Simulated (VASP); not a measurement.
# CoSi2 (I4mm) in VASP: a series of runs, part 2 of 2

VASP 6.6.1. The steps go on from the part before.

## 5. Single point, PBEsol (atoms displaced along a vibrational mode, the cell strained)

Contents of INCAR:

```
SYSTEM = CoSi2
PREC = Accurate
ENCUT = 520
EDIFF = 1E-6
ISMEAR = 0
SIGMA = 0.15
LREAL = .FALSE.
LASPH = .TRUE.
NELM = 60
ALGO = Normal
ISIF = 2
LWAVE = .FALSE.
LCHARG = .FALSE.
GGA = PS
NBANDS = 16
```

Contents of KPOINTS:

```
regular mesh
0
G
  14 14 14
  0 0 0
```

Contents of POSCAR:

```
CoSi2
1.0
    0.0000000000      2.5899443453      2.5899443453
    2.5899443453      0.0000000000      2.5899443453
    2.5899443453      2.5899443453      0.0000000000
Co Si
1 2
Direct
    0.0160744693     -0.0160744693     -0.0160744693
    0.2331347727      0.2668652273      0.2668652273
    0.7331347727      0.7668652273      0.7668652273
```

Potentials or basis: VASP PAW PBE potentials, release 64 (Co, Si).

Launch:

```
$ cat potpaw_PBE.64/Co/POTCAR potpaw_PBE.64/Si/POTCAR > POTCAR
$ mpirun -np 1 vasp_std > vasp.out
```

OUTCAR:

```text
SYSTEM = CoSi2
   PREC = Accurate
   ENCUT = 520
   EDIFF = 1E-6
   ISMEAR = 0
   LREAL = .FALSE.
   LASPH = .TRUE.
   NELM = 60
   ISIF = 2
   GGA = PS

 ion  position               nearest neighbor table
   1  0.016  0.984  0.984-   3 2.15   3 2.15   2 2.15   2 2.15   3 2.35   3 2.35   2 2.35   2 2.35

   2  0.233  0.267  0.267-   1 2.15   1 2.15   1 2.35   1 2.35   3 2.59   3 2.59   3 2.59   3 2.59
                             3 2.59   3 2.59
   3  0.733  0.767  0.767-   1 2.15   1 2.15   1 2.35   1 2.35   2 2.59   2 2.59   2 2.59   2 2.59
                             2 2.59   2 2.59

  LATTYP: Found a face centered cubic cell.
 ALAT       =     5.1798886906

  Lattice vectors:

 A1 = (   0.0000000000,   2.5899443453,   2.5899443453)
 A2 = (   2.5899443453,   0.0000000000,   2.5899443453)
 A3 = (   2.5899443453,   2.5899443453,   0.0000000000)

Analysis of symmetry for initial positions (statically):
=====================================================================
 Subroutine PRICEL returns:
 Original cell was already a primitive cell.

 Routine SETGRP: Setting up the symmetry group for a
 face centered cubic supercell.

 Subroutine GETGRP returns: Found  8 space group operations
 (whereof  8 operations were pure point group operations)
 out of a pool of 48 trial point group operations.

The static configuration has the point symmetry C_4v.

Analysis of symmetry for dynamics (positions and initial velocities):
=====================================================================
 Subroutine PRICEL returns:
 Original cell was already a primitive cell.

 Routine SETGRP: Setting up the symmetry group for a
 face centered cubic supercell.

 Subroutine GETGRP returns: Found  8 space group operations
 (whereof  8 operations were pure point group operations)
 out of a pool of 48 trial point group operations.

The dynamic configuration has the point symmetry C_4v.

 Subroutine INISYM returns: Found  8 space group operations
 (whereof  8 operations are pure point group operations),
 and found     1 'primitive' translations

----------------------------------------------------------------------------------------

                                     Primitive cell

  volume of cell :      34.7457

  direct lattice vectors                    reciprocal lattice vectors
     0.000000000  2.589944345  2.589944345    -0.193054341  0.193054341  0.193054341
     2.589944345  0.000000000  2.589944345     0.193054341 -0.193054341  0.193054341
     2.589944345  2.589944345  0.000000000     0.193054341  0.193054341 -0.193054341

  length of vectors
     3.662734419  3.662734419  3.662734419     0.334379928  0.334379928  0.334379928

  position of ions in fractional coordinates (direct lattice)
     0.016074469  0.983925531  0.983925531
     0.233134773  0.266865227  0.266865227
     0.733134773  0.766865227  0.766865227

  ion indices of the primitive-cell ions
   primitive index   ion index
                 1           1
                 2           2
                 3           3

----------------------------------------------------------------------------------------

 KPOINTS: regular mesh

Automatic generation of k-mesh.
 Grid dimensions read from file:
 generate k-points for:   14   14   14

 Generating k-lattice:

  Cartesian coordinates                     Fractional coordinates (reciprocal lattice)
    -0.013789596  0.013789596  0.013789596     0.071428571  0.000000000  0.000000000
     0.013789596 -0.013789596  0.013789596     0.000000000  0.071428571  0.000000000
     0.013789596  0.013789596 -0.013789596     0.000000000  0.000000000  0.071428571

  Length of vectors
     0.023884281  0.023884281  0.023884281

  Shift w.r.t. Gamma in fractional coordinates (k-lattice)
     0.000000000  0.000000000  0.000000000

 Subroutine IBZKPT returns following result:
 ===========================================

 Found    244 irreducible k-points:

 Following reciprocal coordinates:
            Coordinates               Weight
  0.000000  0.000000  0.000000      1.000000
  0.071429  0.000000  0.000000      8.000000
  0.142857  0.000000  0.000000      8.000000
  0.214286  0.000000  0.000000      8.000000
  0.285714  0.000000  0.000000      8.000000
  0.357143  0.000000  0.000000      8.000000
[... 16 lines left out ...]
 -0.428571  0.071429  0.000000     16.000000
  0.000000 -0.428571  0.071429      8.000000
 [... further k-points ...]
   k-points           NKPTS =    244   k-points in BZ     NKDIM =    244   number of bands    NBANDS=     16
   number of dos      NEDOS =    301   number of ions     NIONS =      3
   total plane-waves  NPLWV =  21952
   dimension x,y,z NGX =    28 NGY =   28 NGZ =   28
   dimension x,y,z NGXF=    56 NGYF=   56 NGZF=   56
   ions per type =               1   2
   NGX,Y,Z   is equivalent  to a cutoff of  12.71, 12.71, 12.71 a.u.
   NGXF,Y,Z  is equivalent  to a cutoff of  25.42, 25.42, 25.42 a.u.
 SYSTEM =  CoSi2
   PREC   = accura    normal or accurate (medium, high low for compatibility)
   ISTART =      0    job   : 0-new  1-cont  2-samecut
   ICHARG =      2    charge: 1-file 2-atom 10-const
   ISPIN  =      1    spin polarized calculation?
   LNONCOLLINEAR =      F non collinear calculations
   LSORBIT =      F    spin-orbit coupling
   LASPH  =      T    aspherical Exc in radial PAW
   ENCUT  =  520.0 eV  38.22 Ry    6.18 a.u.   6.81  6.81  6.81*2*pi/ulx,y,z
   NELM   =     60;   NELMIN=  2; NELMDL= -5     # of ELM steps
   EDIFF  = 0.1E-05   stopping-criterion for ELM
   LREAL  =      F    real-space projection
   EDIFFG = 0.1E-04   stopping-criterion for IOM
   NSW    =      0    number of steps for IOM
   IBRION =     -1    ionic relax: 0-MD 1-quasi-New 2-CG
   NFREE  =      0    steps in history (QN), initial steepest desc. (CG)
   ISIF   =      2    stress and relaxation
   ISYM   =      2    0-nonsym 1-usesym 2-fastsym
   POTIM  = 0.5000    time-step for ionic-motion
   TEBEG  =    0.0;   TEEND  =   0.0 temperature during run
   PSTRESS=    0.0 pullay stress
   NELECT =      17.0000    total number of electrons
   NUPDOWN=      -1.0000    fix difference up-down
   EMIN   =  10.00;   EMAX   =-10.00  energy-range for DOS
   EFERMI =   0.00;   METHOD = LEGACY
   ISMEAR =     0;   SIGMA  =   0.15  broadening in eV -4-tet -1-fermi 0-gaus
   EFERMI_NEDOS =   21; number of points for ismear=-14 and -15
   IALGO  =     38    algorithm
   IMIX   =      4    mixing-type and parameters
     AMIX     =   0.40;   BMIX     =  1.00
     AMIX_MAG =   1.60;   BMIX_MAG =  1.00
  volume/ion in A,a.u.               =      11.58        78.16
  Fermi-wavevector in a.u.,A,eV,Ry     =   1.290003  2.437752 22.641559  1.664108
  Thomas-Fermi vector in A             =   2.421861
   LORBIT       =      0    0 simple, 1 ext, 2 COOP (PROOUT), +10 PAW based schemes
   GGA     = PS    functional components
   LHFCALC =     F    Hartree Fock is set to
   AEXX    =    0.0000 exact exchange contribution
   IVDW    =     0    specifies the selected vdW correction
   LEPSILON=     F    determine dielectric tensor
   LRPA    =     F    only Hartree local field effects (RPA)
 non-spin polarized calculation
 Gauss-broadening in eV      SIGMA  =   0.15
  energy-cutoff  :      520.00
  volume of cell :       34.75
 maximum number of plane-waves:       960
   NGX = 13   NGY = 13   NGZ = 13

 number of electron      16.9999997 magnetization

 Free energy of the ion-electron system (eV)
  ---------------------------------------------------
  ext. energy  EPLUGINS =         0.00000000
  ---------------------------------------------------
  free energy    TOTEN  =       -20.60195426 eV

  energy without entropy =      -20.59116201  energy(sigma->0) =      -20.59655814

 E-fermi :  11.4276     XC(G=0): -12.3156

 val. band max:       11.4216937681   @ k =   0.2143   0.1429   0.0000
 cond. band min:      11.4321832301   @ k =   0.4286   0.2143   0.0714
 fundamental gap:      0.0104894620
 Fermi energy:        11.4276210548

 k-point     1 :       0.0000    0.0000    0.0000
  band No.  band energies     occupation
      1      -2.5073      2.00000
      2       6.7988      2.00000
      3       6.8712      2.00000
      4       6.8712      2.00000
      5       9.0696      2.00000
      6       9.1166      2.00000
[... 433 lines left out ...]
      3       7.1404      2.00000
      4       7.3831      2.00000
      5       8.8194      2.00000
      6       9.1235      2.00000
[... 8 lines left out ...]
     15      21.7304      0.00000
     16      22.7504      0.00000

 [... further k-points ...]

------------------------ aborting loop because EDIFF is reached ----------------------------------------

  FORCE on cell =-STRESS in cart. coord.  units (eV):
  Direction    XX          YY          ZZ          XY          YZ          ZX
  --------------------------------------------------------------------------------------
  -------------------------------------------------------------------------------------
  Total        4.1517546      4.6980677      4.6980677     -0.0000000     -0.0000000      0.0000000
  in kB      191.4436489    216.6349698    216.6349698     -0.0000000     -0.0000000      0.0000000
  external PRESSURE =     208.2378629 kB  Pullay stress =       0.0000000 kB

 VOLUME and BASIS-vectors are now :
 -----------------------------------------------------------------------------
  energy-cutoff  :      520.00
  volume of cell :       34.75
      direct lattice vectors                 reciprocal lattice vectors
     0.000000000  2.589944345  2.589944345    -0.193054341  0.193054341  0.193054341
     2.589944345  0.000000000  2.589944345     0.193054341 -0.193054341  0.193054341
     2.589944345  2.589944345  0.000000000     0.193054341  0.193054341 -0.193054341

 POSITION                                       TOTAL-FORCE (eV/Angst)
 -----------------------------------------------------------------------------------
      5.09662      2.58994      2.58994         2.850530      0.000000      0.000000
      1.38233      1.29497      1.29497        -1.425265      0.000000      0.000000
      3.97228      3.88492      3.88492        -1.425265      0.000000      0.000000
 -----------------------------------------------------------------------------------
    total drift:                                0.000157     -0.000002     -0.000001

  FREE ENERGIE OF THE ION-ELECTRON SYSTEM (eV)
  ---------------------------------------------------
  free  energy   TOTEN  =       -20.6019542555 eV

  energy  without entropy=      -20.5911620149  energy(sigma->0) =      -20.59655814
```

OSZICAR:

```text
N       E                     dE             d eps       ncg     rms          rms(c)
DAV:   1     0.617763694807E+02    0.61776E+02   -0.68868E+03  7832   0.104E+03
DAV:   2    -0.188084393907E+02   -0.80585E+02   -0.71925E+02  8680   0.209E+02
DAV:   3    -0.221219891494E+02   -0.33135E+01   -0.32598E+01 10400   0.467E+01
DAV:   4    -0.221765478117E+02   -0.54559E-01   -0.54529E-01  9216   0.573E+00
DAV:   5    -0.221781673416E+02   -0.16195E-02   -0.16195E-02 10560   0.102E+00    0.165E+01
DAV:   6    -0.246475758249E+02   -0.24694E+01   -0.21751E+01  8376   0.100E+02    0.149E+01
DAV:   7    -0.206867137415E+02    0.39609E+01   -0.10063E+01  9920   0.789E+01    0.425E+00
DAV:   8    -0.206289997644E+02    0.57714E-01   -0.57013E-01  8672   0.452E+00    0.171E+00
DAV:   9    -0.206022605053E+02    0.26739E-01   -0.78698E-02 10232   0.546E+00    0.503E-01
DAV:  10    -0.206022778268E+02   -0.17321E-04   -0.75573E-03 10536   0.142E+00    0.193E-01
DAV:  11    -0.206019543002E+02    0.32353E-03   -0.13516E-03  9992   0.742E-01    0.553E-02
DAV:  12    -0.206019559754E+02   -0.16752E-05   -0.83140E-05 11080   0.105E-01    0.160E-02
DAV:  13    -0.206019542735E+02    0.17019E-05   -0.77185E-06 10688   0.521E-02    0.643E-03
DAV:  14    -0.206019542555E+02    0.17982E-07   -0.77225E-07  5024   0.987E-03
   1 F= -.20601954E+02 E0= -.20596558E+02  d E =-.107922E-01
```

It took 3.3 min on 1 thread of Intel Xeon 8259CL, shared host; peak memory 0.26 GiB.

What came out:

```
Free energy            : -20.6020 eV
Pressure               : 20.8 GPa
Largest force          : 2.851 eV/Å
Band gap on the k mesh : zero (an odd number of electrons rules out a gap without spin polarisation)
```

Forces on the atoms (eV/Å):
```
Co   2.851  0.000  0.000
Si  -1.425  0.000  0.000
Si  -1.425  0.000  0.000
```

Caveat: the cell differs from its parent crystal (atoms displaced along a vibrational mode, the cell strained); the cell stands under pressure; the PAW data sets were made with another functional, which shifts forces and pressure a little; the run has no spin polarisation, though such a crystal can be magnetic. Spin polarisation is off, so any magnetic state and its effect on volume and gap are missing.

## 6. Summary

```tsv
cell	gap on the mesh (eV)	pressure (GPa)	largest force (eV/Å)
a = 3.851 Å, angles 60.0°, 3 atoms, atomic positions A	none	-10.8	1.25
a = 3.851 Å, angles 60.0°, 3 atoms, atomic positions B	none	-9.9	1.67
a = 3.663 Å, angles 60.0°, 3 atoms, atomic positions A	none	19.4	2.14
a = 3.663 Å, angles 60.0°, 3 atoms, atomic positions B	none	20.8	2.85
```

Alike in all rows: task single point; level PBEsol; potentials or basis VASP PAW PBE potentials, release 64 (Co, Si); no spin polarisation; k mesh 14 × 14 × 14; cutoff (eV) 520; smearing gaussian 0.15 eV.

Caveats: the PAW data sets were made with another functional, which shifts forces and pressure a little; the run has no spin polarisation, though such a crystal can be magnetic; the cell stands under tension (at least some runs); the cell stands under pressure (at least some runs).

Absolute energies hang on the potentials; compare differences alone.

The gap in the log of VASP goes by the Fermi energy; the results here count the filled bands.